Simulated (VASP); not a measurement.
# BeSe (F-43m) in VASP: notebook

BeSe is run at these levels: PBEsol; tasks: single point.

Everything below comes from runs of VASP 6.6.1. Logs are shortened: lines on timing, memory, paths and dates and some standing lists are left out, and cuts for length are marked.

## Step 1: The cell of the first run

The structure is cubic, space group F-43m (No. 216). The conventional cell has a = 5.119 Å, b = 5.119 Å, c = 5.119 Å, α = 90.00°, β = 90.00°, γ = 90.00°. Be (site symmetry -43m) has 4 Se at 2.22 Å within 2.9 Å. Within 2.9 Å of Se (site symmetry -43m) lie 4 Be at 2.22 Å.

## Step 2: Single point, PBEsol (Te replaced by Se, lengths x 0.954, strained)

INCAR reads:

```
PREC = Accurate
ENCUT = 600
EDIFF = 1E-6
ISMEAR = 0
SIGMA = 0.1
LREAL = False
LASPH = True
NELM = 120
ALGO = Normal
ISIF = 2
LWAVE = False
LCHARG = True
GGA = PS
LELF = True
LVHAR = True
NBANDS = 11
GGA_COMPAT = False
```

KPOINTS reads:

```
Automatic mesh
0
Gamma
  6 6 6
```

POSCAR reads:

```
BeSe
1.0
    0.0000000000      2.5596658031      2.5596658031
    2.5596658031      0.0000000000      2.5596658031
    2.5596658031      2.5596658031      0.0000000000
Be Se
1 1
Direct
    0.0000000000      0.0000000000      0.0000000000
    0.7500000000      0.7500000000      0.7500000000
```

Potentials or basis: VASP PAW PBE potentials, release 64 (Be, Se).

The run is started by

```console
$ cat potpaw_PBE.64/Be/POTCAR potpaw_PBE.64/Se/POTCAR > POTCAR
$ mpirun -np 1 vasp_std > vasp.out
```

OUTCAR:

```text
PREC = Accurate
   ENCUT = 600
   EDIFF = 1E-6
   ISMEAR = 0
   LREAL = False
   LASPH = True
   NELM = 120
   ISIF = 2
   GGA = PS

 ion  position               nearest neighbor table
   1  0.000  0.000  0.000-   2 2.22   2 2.22   2 2.22   2 2.22
   2  0.750  0.750  0.750-   1 2.22   1 2.22   1 2.22   1 2.22

  LATTYP: Found a face centered cubic cell.
 ALAT       =     5.1193316062

  Lattice vectors:

 A1 = (   0.0000000000,   2.5596658031,   2.5596658031)
 A2 = (   2.5596658031,   0.0000000000,   2.5596658031)
 A3 = (   2.5596658031,   2.5596658031,   0.0000000000)

Analysis of symmetry for initial positions (statically):
=====================================================================
 Subroutine PRICEL returns:
 Original cell was already a primitive cell.

 Routine SETGRP: Setting up the symmetry group for a
 face centered cubic supercell.

 Subroutine GETGRP returns: Found 24 space group operations
 (whereof 24 operations were pure point group operations)
 out of a pool of 48 trial point group operations.

The static configuration has the point symmetry T_d .

Analysis of symmetry for dynamics (positions and initial velocities):
=====================================================================
 Subroutine PRICEL returns:
 Original cell was already a primitive cell.

 Routine SETGRP: Setting up the symmetry group for a
 face centered cubic supercell.

 Subroutine GETGRP returns: Found 24 space group operations
 (whereof 24 operations were pure point group operations)
 out of a pool of 48 trial point group operations.

The dynamic configuration has the point symmetry T_d .

 Subroutine INISYM returns: Found 24 space group operations
 (whereof 24 operations are pure point group operations),
 and found     1 'primitive' translations

----------------------------------------------------------------------------------------

                                     Primitive cell

  volume of cell :      33.5413

  direct lattice vectors                    reciprocal lattice vectors
     0.000000000  2.559665803  2.559665803    -0.195338001  0.195338001  0.195338001
     2.559665803  0.000000000  2.559665803     0.195338001 -0.195338001  0.195338001
     2.559665803  2.559665803  0.000000000     0.195338001  0.195338001 -0.195338001

  length of vectors
     3.619914094  3.619914094  3.619914094     0.338335342  0.338335342  0.338335342

  position of ions in fractional coordinates (direct lattice)
     0.000000000  0.000000000  0.000000000
     0.750000000  0.750000000  0.750000000

  ion indices of the primitive-cell ions
   primitive index   ion index
                 1           1
                 2           2

----------------------------------------------------------------------------------------

 KPOINTS: Automatic mesh

Automatic generation of k-mesh.
 Grid dimensions read from file:
 generate k-points for:    6    6    6

 Generating k-lattice:

  Cartesian coordinates                     Fractional coordinates (reciprocal lattice)
    -0.032556333  0.032556333  0.032556333     0.166666667  0.000000000  0.000000000
     0.032556333 -0.032556333  0.032556333     0.000000000  0.166666667  0.000000000
     0.032556333  0.032556333 -0.032556333     0.000000000  0.000000000  0.166666667

  Length of vectors
     0.056389224  0.056389224  0.056389224

  Shift w.r.t. Gamma in fractional coordinates (k-lattice)
     0.000000000  0.000000000  0.000000000

 Subroutine IBZKPT returns following result:
 ===========================================

 Found     16 irreducible k-points:

 Following reciprocal coordinates:
            Coordinates               Weight
  0.000000  0.000000  0.000000      1.000000
  0.166667  0.000000  0.000000      8.000000
  0.333333  0.000000  0.000000      8.000000
  0.500000  0.000000  0.000000      4.000000
  0.166667  0.166667  0.000000      6.000000
  0.333333  0.166667  0.000000     24.000000
[... 8 lines left out ...]
 -0.333333  0.333333  0.166667     24.000000
 -0.333333  0.500000  0.166667     12.000000
   k-points           NKPTS =     16   k-points in BZ     NKDIM =     16   number of bands    NBANDS=     11
   number of dos      NEDOS =    301   number of ions     NIONS =      2
   total plane-waves  NPLWV =  27000
   dimension x,y,z NGX =    30 NGY =   30 NGZ =   30
   dimension x,y,z NGXF=    60 NGYF=   60 NGZF=   60
   ions per type =               1   1
   NGX,Y,Z   is equivalent  to a cutoff of  13.78, 13.78, 13.78 a.u.
   NGXF,Y,Z  is equivalent  to a cutoff of  27.56, 27.56, 27.56 a.u.
 SYSTEM =  unknown system
   PREC   = accura    normal or accurate (medium, high low for compatibility)
   ISTART =      0    job   : 0-new  1-cont  2-samecut
   ICHARG =      2    charge: 1-file 2-atom 10-const
   ISPIN  =      1    spin polarized calculation?
   LNONCOLLINEAR =      F non collinear calculations
   LSORBIT =      F    spin-orbit coupling
   LASPH  =      T    aspherical Exc in radial PAW
   ENCUT  =  600.0 eV  44.10 Ry    6.64 a.u.   7.23  7.23  7.23*2*pi/ulx,y,z
   NELM   =    120;   NELMIN=  2; NELMDL= -5     # of ELM steps
   EDIFF  = 0.1E-05   stopping-criterion for ELM
   LREAL  =      F    real-space projection
   EDIFFG = 0.1E-04   stopping-criterion for IOM
   NSW    =      0    number of steps for IOM
   IBRION =     -1    ionic relax: 0-MD 1-quasi-New 2-CG
   NFREE  =      0    steps in history (QN), initial steepest desc. (CG)
   ISIF   =      2    stress and relaxation
   ISYM   =      2    0-nonsym 1-usesym 2-fastsym
   POTIM  = 0.5000    time-step for ionic-motion
   TEBEG  =    0.0;   TEEND  =   0.0 temperature during run
   PSTRESS=    0.0 pullay stress
   NELECT =       8.0000    total number of electrons
   NUPDOWN=      -1.0000    fix difference up-down
   EMIN   =  10.00;   EMAX   =-10.00  energy-range for DOS
   EFERMI =   0.00;   METHOD = LEGACY
   ISMEAR =     0;   SIGMA  =   0.10  broadening in eV -4-tet -1-fermi 0-gaus
   EFERMI_NEDOS =   21; number of points for ismear=-14 and -15
   IALGO  =     38    algorithm
   IMIX   =      4    mixing-type and parameters
     AMIX     =   0.40;   BMIX     =  1.00
     AMIX_MAG =   1.60;   BMIX_MAG =  1.00
  volume/ion in A,a.u.               =      16.77       113.17
  Fermi-wavevector in a.u.,A,eV,Ry     =   1.015262  1.918567 14.024306  1.030757
  Thomas-Fermi vector in A             =   2.148538
   LORBIT       =      0    0 simple, 1 ext, 2 COOP (PROOUT), +10 PAW based schemes
   GGA     = PS    functional components
   LHFCALC =     F    Hartree Fock is set to
   AEXX    =    0.0000 exact exchange contribution
   IVDW    =     0    specifies the selected vdW correction
   LEPSILON=     F    determine dielectric tensor
   LRPA    =     F    only Hartree local field effects (RPA)
 non-spin polarized calculation
 Gauss-broadening in eV      SIGMA  =   0.10
  energy-cutoff  :      600.00
  volume of cell :       33.54
 maximum number of plane-waves:      1139
 NGX is ok and might be reduce to    30
   NGX = 15   NGY = 15   NGZ = 15

 number of electron       8.0000000 magnetization

 Free energy of the ion-electron system (eV)
  ---------------------------------------------------
  ext. energy  EPLUGINS =         0.00000000
  ---------------------------------------------------
  free energy    TOTEN  =        -9.44451217 eV

  energy without entropy =       -9.44451217  energy(sigma->0) =       -9.44451217

 E-fermi :   3.8921     XC(G=0):  -9.6459

 val. band max:        3.4236427665   @ k =   0.0000   0.0000   0.0000
 cond. band min:       5.8598250925   @ k =   0.5000   0.5000   0.0000
 fundamental gap:      2.4361823259
 Fermi energy:         3.8920776784

 k-point     1 :       0.0000    0.0000    0.0000
  band No.  band energies     occupation
      1     -10.5016      2.00000
      2       3.4236      2.00000
      3       3.4236      2.00000
      4       3.4236      2.00000
      5       7.7515      0.00000
      6       8.3953      0.00000
      7       8.3953      0.00000
      8       8.3953      0.00000
      9      15.3865      0.00000
     10      15.9540      0.00000
     11      15.9540      0.00000

 k-point     2 :       0.1667    0.0000    0.0000
  band No.  band energies     occupation
      1     -10.2257      2.00000
      2       1.3529      2.00000
      3       3.0690      2.00000
      4       3.0690      2.00000
      5       7.9321      0.00000
      6       8.9611      0.00000
      7       8.9611      0.00000
      8      10.3160      0.00000
      9      14.6913      0.00000
     10      14.6913      0.00000
     11      15.5159      0.00000

 k-point     3 :       0.3333    0.0000    0.0000
  band No.  band energies     occupation
      1      -9.5503      2.00000
      2      -1.2824      2.00000
      3       2.5354      2.00000
      4       2.5354      2.00000
      5       7.7981      0.00000
      6       9.4064      0.00000
      7       9.4064      0.00000
      8      12.8192      0.00000
      9      15.3470      0.00000
     10      15.3470      0.00000
     11      15.4678      0.00000

 k-point     4 :       0.5000    0.0000    0.0000
  band No.  band energies     occupation
      1      -9.1093      2.00000
      2      -2.4305      2.00000
      3       2.3209      2.00000
      4       2.3209      2.00000
      5       7.7304      0.00000
      6       9.3341      0.00000
      7       9.3341      0.00000
      8      13.2683      0.00000
      9      16.9097      0.00000
     10      17.7412      0.00000
     11      17.7412      0.00000
[... 127 lines left out ...]
 k-point    14 :       0.5000    0.3333    0.1667
  band No.  band energies     occupation
      1      -9.0563      2.00000
      2      -1.1336      2.00000
      3       0.3103      2.00000
      4       1.4155      2.00000
      5       8.4289      0.00000
      6       9.7577      0.00000
      7      10.2323      0.00000
      8      12.9174      0.00000
      9      15.4574      0.00000
     10      16.4300      0.00000
     11      19.0092      0.00000

 k-point    15 :      -0.3333    0.3333    0.1667
  band No.  band energies     occupation
      1      -8.7384      2.00000
      2      -1.5564      2.00000
      3      -0.1637      2.00000
      4       0.9449      2.00000
      5       9.0038      0.00000
      6       9.4842      0.00000
      7      12.1687      0.00000
      8      12.4747      0.00000
      9      13.9089      0.00000
     10      18.1263      0.00000
     11      18.5080      0.00000

 k-point    16 :      -0.3333    0.5000    0.1667
  band No.  band energies     occupation
      1      -8.6056      2.00000
      2      -1.3556      2.00000
      3      -0.0991      2.00000
      4       0.1596      2.00000
      5       7.8996      0.00000
      6       9.2962      0.00000
      7      12.3359      0.00000
      8      13.0972      0.00000
      9      16.9227      0.00000
     10      17.1516      0.00000
     11      19.5105      0.00000

------------------------ aborting loop because EDIFF is reached ----------------------------------------

  FORCE on cell =-STRESS in cart. coord.  units (eV):
  Direction    XX          YY          ZZ          XY          YZ          ZX
  --------------------------------------------------------------------------------------
  -------------------------------------------------------------------------------------
  Total        0.1699360      0.1699360      0.1699360      0.0000000      0.0000000     -0.0000000
  in kB        8.1173854      8.1173854      8.1173854      0.0000000      0.0000000     -0.0000000
  external PRESSURE =       8.1173854 kB  Pullay stress =       0.0000000 kB

 VOLUME and BASIS-vectors are now :
 -----------------------------------------------------------------------------
  energy-cutoff  :      600.00
  volume of cell :       33.54
      direct lattice vectors                 reciprocal lattice vectors
     0.000000000  2.559665803  2.559665803    -0.195338001  0.195338001  0.195338001
     2.559665803  0.000000000  2.559665803     0.195338001 -0.195338001  0.195338001
     2.559665803  2.559665803  0.000000000     0.195338001  0.195338001 -0.195338001

 POSITION                                       TOTAL-FORCE (eV/Angst)
 -----------------------------------------------------------------------------------
      0.00000      0.00000      0.00000         0.000000      0.000000      0.000000
      3.83950      3.83950      3.83950        -0.000000     -0.000000     -0.000000
 -----------------------------------------------------------------------------------
    total drift:                               -0.000000     -0.000000     -0.000000

  FREE ENERGIE OF THE ION-ELECTRON SYSTEM (eV)
  ---------------------------------------------------
  free  energy   TOTEN  =        -9.4445121736 eV

  energy  without entropy=       -9.4445121736  energy(sigma->0) =       -9.44451217
```

Wall time 16 s (1 thread of Intel Xeon 8259CL, shared host); peak memory 0.17 GiB.

Results:

| Property | Result |
| --- | --- |
| Free energy | -9.4445 eV |
| Pressure | 0.8 GPa |
| Band gap on the k mesh | 2.44 eV, indirect (least direct gap 4.33 eV) |

Levels at points of the mesh, in eV from the valence-band top:
```csv
k point,band 1,band 2,band 3,band 4,band 5,band 6,band 7,band 8,band 9
"(0.00, 0.00, 0.00)",-13.93,0.00,0.00,0.00,4.33,4.97,4.97,4.97,11.96
"(0.50, 0.00, 0.00)",-12.53,-5.85,-1.10,-1.10,4.31,5.91,5.91,9.84,13.49
"(0.50, 0.50, 0.00)",-12.06,-5.19,-2.73,-2.73,2.44,4.11,11.80,11.80,14.69
```

Caveat: the cell differs from its parent crystal (Te replaced by Se, lengths x 0.954, strained); the PAW data sets were made with another functional, which shifts forces and pressure a little.

## Step 3: Single point, PBEsol (Te replaced by Se, lengths x 0.954, strained)

INCAR reads:

```
PREC = Accurate ; ENCUT = 600
EDIFF = 1E-6 ; ISMEAR = 0
SIGMA = 0.1 ; LREAL = False
LASPH = True ; NELM = 120
ALGO = Normal ; ISIF = 2
LWAVE = False ; LCHARG = True
GGA = PS ; LELF = True
LVHAR = True ; NBANDS = 11
GGA_COMPAT = False
```

KPOINTS is that of step 2.

POSCAR reads:

```
BeSe
1.0
    0.0000000000      2.5504975292      2.5504975292
    2.5504975292      0.0000000000      2.5504975292
    2.5504975292      2.5504975292      0.0000000000
Be Se
1 1
Direct
    0.0000000000      0.0000000000      0.0000000000
    0.7500000000      0.7500000000      0.7500000000
```

Potentials or basis: VASP PAW PBE potentials, release 64 (Be, Se).

The run is started by

```console
$ cat potpaw_PBE.64/Be/POTCAR potpaw_PBE.64/Se/POTCAR > POTCAR
$ mpirun -np 1 vasp_std > vasp.out
```

It took 16 s on 1 thread of Intel Xeon 8259CL, shared host; peak memory 0.17 GiB.

Results (log left out):

```yaml
Free_energy: -9.4417 eV
Pressure: 1.7 GPa
Band_gap_on_the_k_mesh: 2.41 eV, indirect (least direct gap 4.41 eV)
```

Levels at points of the mesh, in eV from the valence-band top:
| k point | band 1 | band 2 | band 3 | band 4 | band 5 | band 6 | band 7 | band 8 | band 9 |
| --- | --- | --- | --- | --- | --- | --- | --- | --- | --- |
| (0.00, 0.00, 0.00) | -14.00 | 0.00 | 0.00 | 0.00 | 4.41 | 4.97 | 4.97 | 4.97 | 12.02 |
| (0.50, 0.00, 0.00) | -12.58 | -5.93 | -1.12 | -1.12 | 4.34 | 5.91 | 5.91 | 9.87 | 13.57 |
| (0.50, 0.50, 0.00) | -12.09 | -5.24 | -2.77 | -2.77 | 2.41 | 4.10 | 11.89 | 11.89 | 14.82 |

Caveat: the cell differs from its parent crystal (Te replaced by Se, lengths x 0.954, strained); the PAW data sets were made with another functional, which shifts forces and pressure a little. A k mesh can miss the band edges.

## Step 4: Single point, PBEsol (Te replaced by Se, lengths x 0.954, strained)

INCAR reads:

```
ALGO = Normal ; EDIFF = 1E-6
ENCUT = 600 ; GGA = PS
GGA_COMPAT = F ; ISIF = 2
ISMEAR = 0 ; LASPH = T
LCHARG = F ; LREAL = F
LWAVE = F ; NBANDS = 11
NELM = 120 ; PREC = Accurate
SIGMA = 0.02
```

KPOINTS reads:

```
k-points
0
Gamma
  10 10 10
```

POSCAR reads:

```
BeSe
1.0
    0.0000000000      2.5596658031      2.5596658031
    2.5596658031      0.0000000000      2.5596658031
    2.5596658031      2.5596658031      0.0000000000
Be Se
1 1
Direct
    0.0000000000      0.0000000000      0.0000000000
    0.7500000000      0.7500000000      0.7500000000
```

The run is started by

```console
$ cat potpaw_PBE.64/Be/POTCAR potpaw_PBE.64/Se/POTCAR > POTCAR
$ mpirun -np 1 vasp_std > vasp.out
```

Wall time 30 s (1 thread of Intel Xeon 8259CL, shared host); peak memory 0.18 GiB.

It converged, with:

- Free energy: -9.4493 eV
- Pressure: 0.8 GPa
- Band gap on the k mesh: 2.44 eV, indirect (least direct gap 4.33 eV)

Levels at points of the mesh, in eV from the valence-band top:
| k point | band 1 | band 2 | band 3 | band 4 | band 5 | band 6 | band 7 | band 8 |
| --- | --- | --- | --- | --- | --- | --- | --- | --- |
| (0.00, 0.00, 0.00) | -13.93 | 0.00 | 0.00 | 0.00 | 4.33 | 4.97 | 4.97 | 4.97 |
| (0.50, 0.00, 0.00) | -12.53 | -5.85 | -1.10 | -1.10 | 4.31 | 5.91 | 5.91 | 9.85 |
| (0.50, 0.50, 0.00) | -12.06 | -5.18 | -2.73 | -2.73 | 2.44 | 4.11 | 11.81 | 11.81 |

Caveat: the cell differs from its parent crystal (Te replaced by Se, lengths x 0.954, strained); the PAW data sets were made with another functional, which shifts forces and pressure a little.

(Part 1 of 2 ends here.)
